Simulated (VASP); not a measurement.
# Ni (P6_3/mmc) in VASP: a series of runs, part 2 of 2

VASP 6.6.1. The steps go on from the part before.

## 6. Single point, revPBE, collinear spin, ferromagnetic start (11.61 Å³/atom)

This run uses another cell than the first one, of 11.61 Å³/atom.

Contents of INCAR:

```
SYSTEM = Ni
PREC = Accurate
ENCUT = 520
EDIFF = 1E-6
ISMEAR = -1
SIGMA = 0.05
LREAL = .False.
LASPH = .True.
NELM = 150
ALGO = Normal
ISIF = 2
LWAVE = .False.
LCHARG = .False.
ISPIN = 2
MAGMOM = 0.7 0.7
LORBIT = 11
LMAXMIX = 4
GGA = RE
NBANDS = 21
```

Contents of KPOINTS:

```
Automatic mesh
0
Gamma
  16 16 9
  0 0 0
```

Contents of POSCAR:

```
Ni
1.0
    2.5395674570      0.0000000000      0.0000000000
   -1.2697837285      2.1993299324      0.0000000000
    0.0000000000      0.0000000000      4.1590203103
Ni
2
Direct
    0.3333333333      0.6666666667      0.2500000000
    0.6666666667      0.3333333333      0.7500000000
```

Potentials or basis: VASP PAW PBE potentials, release 64 (Ni).

Launch:

```bash
cat potpaw_PBE.64/Ni/POTCAR > POTCAR
mpirun -np 1 vasp_std > vasp.out
```

OUTCAR:

```text
SYSTEM = Ni
   PREC = Accurate
   ENCUT = 520
   EDIFF = 1E-6
   ISMEAR = -1
   LREAL = .False.
   LASPH = .True.
   NELM = 150
   ISIF = 2
   ISPIN = 2
   LORBIT = 11
   GGA = RE

 ion  position               nearest neighbor table
   1  0.333  0.667  0.250-   2 2.54   2 2.54   2 2.54   2 2.54   2 2.54   2 2.54
   2  0.667  0.333  0.750-   1 2.54   1 2.54   1 2.54   1 2.54   1 2.54   1 2.54

  LATTYP: Found a hexagonal cell.
 ALAT       =     2.5395674570
 C/A-ratio  =     1.6376884571

  Lattice vectors:

 A1 = (   2.5395674570,   0.0000000000,   0.0000000000)
 A2 = (  -1.2697837285,   2.1993299324,   0.0000000000)
 A3 = (   0.0000000000,   0.0000000000,   4.1590203103)

Analysis of symmetry for initial positions (statically):
=====================================================================
 Subroutine PRICEL returns:
 Original cell was already a primitive cell.

 Routine SETGRP: Setting up the symmetry group for a
 hexagonal supercell.

 Subroutine GETGRP returns: Found 24 space group operations
 (whereof 12 operations were pure point group operations)
 out of a pool of 24 trial point group operations.

The static configuration has the point symmetry D_3d.
 The point group associated with its full space group is D_6h.

Analysis of symmetry for dynamics (positions and initial velocities):
=====================================================================
 Subroutine PRICEL returns:
 Original cell was already a primitive cell.

 Routine SETGRP: Setting up the symmetry group for a
 hexagonal supercell.

 Subroutine GETGRP returns: Found 24 space group operations
 (whereof 12 operations were pure point group operations)
 out of a pool of 24 trial point group operations.

The dynamic configuration has the point symmetry D_3d.
 The point group associated with its full space group is D_6h.

Analysis of structural, dynamic, and magnetic symmetry:
=====================================================================
 Subroutine PRICEL returns:
 Original cell was already a primitive cell.

 Routine SETGRP: Setting up the symmetry group for a
 hexagonal supercell.

 Subroutine GETGRP returns: Found 24 space group operations
 (whereof 12 operations were pure point group operations)
 out of a pool of 24 trial point group operations.

The overall configuration has the point symmetry D_3d.
 The point group associated with its full space group is D_6h.

 Subroutine INISYM returns: Found 24 space group operations
 (whereof 12 operations are pure point group operations),
 and found     1 'primitive' translations

----------------------------------------------------------------------------------------

                                     Primitive cell

  volume of cell :      23.2296

  direct lattice vectors                    reciprocal lattice vectors
     2.539567457  0.000000000  0.000000000     0.393767843  0.227341970  0.000000000
    -1.269783728  2.199329932  0.000000000     0.000000000  0.454683940  0.000000000
     0.000000000  0.000000000  4.159020310     0.000000000  0.000000000  0.240441240

  length of vectors
[... 71 lines left out ...]
   NGXF,Y,Z  is equivalent  to a cutoff of  26.18, 26.18, 25.58 a.u.
 SYSTEM =  Ni
   PREC   = accura    normal or accurate (medium, high low for compatibility)
   ISTART =      0    job   : 0-new  1-cont  2-samecut
   ICHARG =      2    charge: 1-file 2-atom 10-const
   ISPIN  =      2    spin polarized calculation?
   LNONCOLLINEAR =      F non collinear calculations
   LSORBIT =      F    spin-orbit coupling
   LASPH  =      T    aspherical Exc in radial PAW
   ENCUT  =  520.0 eV  38.22 Ry    6.18 a.u.   4.72  4.72  7.73*2*pi/ulx,y,z
   NELM   =    150;   NELMIN=  2; NELMDL= -5     # of ELM steps
   EDIFF  = 0.1E-05   stopping-criterion for ELM
   LREAL  =      F    real-space projection
   EDIFFG = 0.1E-04   stopping-criterion for IOM
   NSW    =      0    number of steps for IOM
   IBRION =     -1    ionic relax: 0-MD 1-quasi-New 2-CG
   NFREE  =      0    steps in history (QN), initial steepest desc. (CG)
   ISIF   =      2    stress and relaxation
   ISYM   =      2    0-nonsym 1-usesym 2-fastsym
   POTIM  = 0.5000    time-step for ionic-motion
   TEBEG  =    0.0;   TEEND  =   0.0 temperature during run
   PSTRESS=    0.0 pullay stress
   NELECT =      20.0000    total number of electrons
   NUPDOWN=      -1.0000    fix difference up-down
   EMIN   =  10.00;   EMAX   =-10.00  energy-range for DOS
   EFERMI =   0.00;   METHOD = LEGACY
   ISMEAR =    -1;   SIGMA  =   0.05  broadening in eV -4-tet -1-fermi 0-gaus
   EFERMI_NEDOS =   21; number of points for ismear=-14 and -15
   IALGO  =     38    algorithm
   IMIX   =      4    mixing-type and parameters
     AMIX     =   0.40;   BMIX     =  1.00
     AMIX_MAG =   1.60;   BMIX_MAG =  1.00
  volume/ion in A,a.u.               =      11.61        78.38
  Fermi-wavevector in a.u.,A,eV,Ry     =   1.557415  2.943088 33.001508  2.425542
  Thomas-Fermi vector in A             =   2.661069
   LORBIT       =     11    0 simple, 1 ext, 2 COOP (PROOUT), +10 PAW based schemes
   GGA     = RE    functional components
   LHFCALC =     F    Hartree Fock is set to
   AEXX    =    0.0000 exact exchange contribution
   IVDW    =     0    specifies the selected vdW correction
   LEPSILON=     F    determine dielectric tensor
   LRPA    =     F    only Hartree local field effects (RPA)
 spin polarized calculation
  energy-cutoff  :      520.00
  volume of cell :       23.23
 maximum number of plane-waves:       646
 NGX is ok and might be reduce to    20
   NGX =  9   NGY =  9   NGZ = 15

 number of electron      20.0000011 magnetization       1.3246422

 Free energy of the ion-electron system (eV)
  ---------------------------------------------------
  ext. energy  EPLUGINS =         0.00000000
  ---------------------------------------------------
  free energy    TOTEN  =       -10.06784382 eV

  energy without entropy =      -10.02703086  energy(sigma->0) =      -10.04743734

 E-fermi :   8.6255     XC(G=0): -12.7821

 val. band max:        8.6250596656   @ k =   0.3750   0.0000   0.2222
 cond. band min:       8.6282139069   @ k =   0.2500   0.1250   0.3333
 fundamental gap:      0.0031542414
 Fermi energy:         8.6255472757

 spin component 1

 k-point     1 :       0.0000    0.0000    0.0000
  band No.  band energies     occupation
      1       0.0390      1.00000
      2       4.1093      1.00000
      3       6.3150      1.00000
      4       6.4030      1.00000
      5       6.4030      1.00000
      6       6.6417      1.00000
[... 565 lines left out ...]
     20      35.9786      0.00000
     21      38.9595      0.00000

 [... further k-points ...]

 spin component 2

 k-point     1 :       0.0000    0.0000    0.0000
  band No.  band energies     occupation
      1      -0.0139      1.00000
      2       4.5329      1.00000
      3       7.0675      1.00000
      4       7.1190      1.00000
      5       7.1190      1.00000
      6       7.3772      1.00000
[... 565 lines left out ...]
     20      36.0231      0.00000
     21      38.8704      0.00000

 [... further k-points ...]

------------------------ aborting loop because EDIFF is reached ----------------------------------------

  FORCE on cell =-STRESS in cart. coord.  units (eV):
  Direction    XX          YY          ZZ          XY          YZ          ZX
  --------------------------------------------------------------------------------------
  -------------------------------------------------------------------------------------
  Total       -0.9579126     -0.9579126     -0.8995341      0.0000000     -0.0000000      0.0000000
  in kB      -66.0686268    -66.0686268    -62.0421793      0.0000000     -0.0000000      0.0000000
  external PRESSURE =     -64.7264776 kB  Pullay stress =       0.0000000 kB

 VOLUME and BASIS-vectors are now :
 -----------------------------------------------------------------------------
  energy-cutoff  :      520.00
  volume of cell :       23.23
      direct lattice vectors                 reciprocal lattice vectors
     2.539567457  0.000000000  0.000000000     0.393767843  0.227341970  0.000000000
    -1.269783728  2.199329932  0.000000000     0.000000000  0.454683940  0.000000000
     0.000000000  0.000000000  4.159020310     0.000000000  0.000000000  0.240441240

 POSITION                                       TOTAL-FORCE (eV/Angst)
 -----------------------------------------------------------------------------------
     -0.00000      1.46622      1.03976        -0.000000     -0.000000      0.000000
      1.26978      0.73311      3.11927         0.000000      0.000000      0.000000
 -----------------------------------------------------------------------------------
    total drift:                               -0.000000     -0.000000     -0.000000

  FREE ENERGIE OF THE ION-ELECTRON SYSTEM (eV)
  ---------------------------------------------------
  free  energy   TOTEN  =       -10.0678438168 eV

  energy  without entropy=      -10.0270308582  energy(sigma->0) =      -10.04743734

 total charge

# of ion       s       p       d       tot
------------------------------------------
    1        0.469   0.442   8.286   9.197
    2        0.469   0.442   8.286   9.197
--------------------------------------------------
tot          0.938   0.883  16.572  18.393

 magnetization (x)

# of ion       s       p       d       tot
------------------------------------------
    1       -0.005  -0.024   0.710   0.681
    2       -0.005  -0.024   0.710   0.681
--------------------------------------------------
tot         -0.009  -0.048   1.419   1.362
```

OSZICAR:

```text
N       E                     dE             d eps       ncg     rms          rms(c)
DAV:   1     0.979943984080E+02    0.97994E+02   -0.88779E+03 13357   0.133E+03
DAV:   2    -0.640841002733E+01   -0.10440E+03   -0.96516E+02 12795   0.233E+02
DAV:   3    -0.118854493748E+02   -0.54770E+01   -0.52391E+01 14451   0.612E+01
DAV:   4    -0.119518876861E+02   -0.66438E-01   -0.66389E-01 14506   0.638E+00
DAV:   5    -0.119536523186E+02   -0.17646E-02   -0.17646E-02 14652   0.104E+00    0.130E+01
DAV:   6    -0.108241337145E+02    0.11295E+01   -0.73473E+00 14624   0.568E+01    0.931E+00
DAV:   7    -0.100940851411E+02    0.73005E+00   -0.16909E+00 14421   0.239E+01    0.249E+00
DAV:   8    -0.100735030684E+02    0.20582E-01   -0.13129E-02 16327   0.126E+00    0.129E+00
DAV:   9    -0.100689544181E+02    0.45487E-02   -0.82445E-04 20020   0.394E-01    0.386E-01
DAV:  10    -0.100678515420E+02    0.11029E-02   -0.16902E-04 19812   0.255E-01    0.858E-02
DAV:  11    -0.100678568144E+02   -0.52724E-05   -0.80929E-05 17910   0.136E-01    0.422E-02
DAV:  12    -0.100678445436E+02    0.12271E-04   -0.69798E-06 18635   0.432E-02    0.261E-02
DAV:  13    -0.100678438168E+02    0.72688E-06   -0.28333E-06 13584   0.214E-02
   1 F= -.10067844E+02 E0= -.10047437E+02  d E =-.408130E-01  mag=     1.3254
```

stdout:

```text
POSCAR found type information on POSCAR Ni
 POSCAR found :  1 types and       2 ions
 scaLAPACK will be used
 -----------------------------------------------------------------------------
|                                                                             |
|                                                                             |
|     You enforced a specific xc type in the INCAR file but a different       |
|     I HOPE YOU KNOW WHAT YOU ARE DOING!                                     |
|                                                                             |
 -----------------------------------------------------------------------------

 LDA part: xc-table for (Slater+PW92), standard interpolation
 POSCAR, INCAR and KPOINTS ok, starting setup
 FFT: planning ... GRIDC
 FFT: planning ... GRID_SOFT
 FFT: planning ... GRID
 WAVECAR not read
 entering main loop
```

Wall time 1.8 min (1 thread of Intel Xeon 8259CL, shared host); peak memory 0.22 GiB.

What came out:

```
Free energy                                           : -10.0678 eV
Pressure                                              : -6.5 GPa
Net moment                                            : 1.32 μB per cell
Site moments                                          : Ni +0.68 μB
Valence electrons inside the program's atomic spheres : Ni 9.20
```

Levels at points of the mesh, in eV from the Fermi level:
Spin up:
| k point | band 8 | band 9 | band 10 | band 11 | band 12 | band 13 | band 14 | band 15 |
| --- | --- | --- | --- | --- | --- | --- | --- | --- |
| (0.00, 0.00, 0.00) | -1.62 | -1.62 | -0.77 | -0.77 | -0.23 | 5.16 | 21.98 | 23.33 |
| (0.50, 0.00, 0.00) | -0.68 | -0.61 | -0.57 | 1.04 | 2.77 | 8.90 | 9.37 | 11.83 |
Spin down:
| k point | band 6 | band 7 | band 8 | band 9 | band 10 | band 11 | band 12 | band 13 |
| --- | --- | --- | --- | --- | --- | --- | --- | --- |
| (0.00, 0.00, 0.00) | -1.25 | -1.25 | -0.90 | -0.90 | -0.31 | -0.01 | -0.01 | 5.57 |
| (0.50, 0.00, 0.00) | -1.56 | -1.23 | 0.13 | 0.16 | 0.25 | 1.52 | 3.16 | 9.00 |

Caveat: the cell stands under tension; the PAW data sets were made with another functional, which shifts forces and pressure a little.

## 7. Overview

| cell | gap on the mesh (eV) | pressure (GPa) | moment (μB) |
| --- | --- | --- | --- |
| a = 2.402, b = 2.402, c = 3.934 Å, angles 90.0, 90.0, 120.0°, 2 atoms | none | 31.1 | 1.16 |
| a = 2.438, b = 2.438, c = 3.992 Å, angles 90.0, 90.0, 120.0°, 2 atoms | none | 18.1 | 1.19 |
| a = 2.473, b = 2.473, c = 4.050 Å, angles 90.0, 90.0, 120.0°, 2 atoms | none | 7.8 | 1.22 |
| a = 2.507, b = 2.507, c = 4.105 Å, angles 90.0, 90.0, 120.0°, 2 atoms | none | -0.1 | 1.27 |
| a = 2.540, b = 2.540, c = 4.159 Å, angles 90.0, 90.0, 120.0°, 2 atoms | none | -6.5 | 1.32 |

Alike in all rows: task single point; level revPBE; potentials or basis VASP PAW PBE potentials, release 64 (Ni); spin collinear, ferromagnetic start; k mesh 16 × 16 × 9; cutoff (eV) 520; smearing fermi-dirac 0.05 eV.

Caveats: the PAW data sets were made with another functional, which shifts forces and pressure a little; the cell stands under pressure (at least some runs); the cell stands under tension (at least some runs).

Total energies depend on the potentials used, so only differences within one code and one set of settings carry meaning.
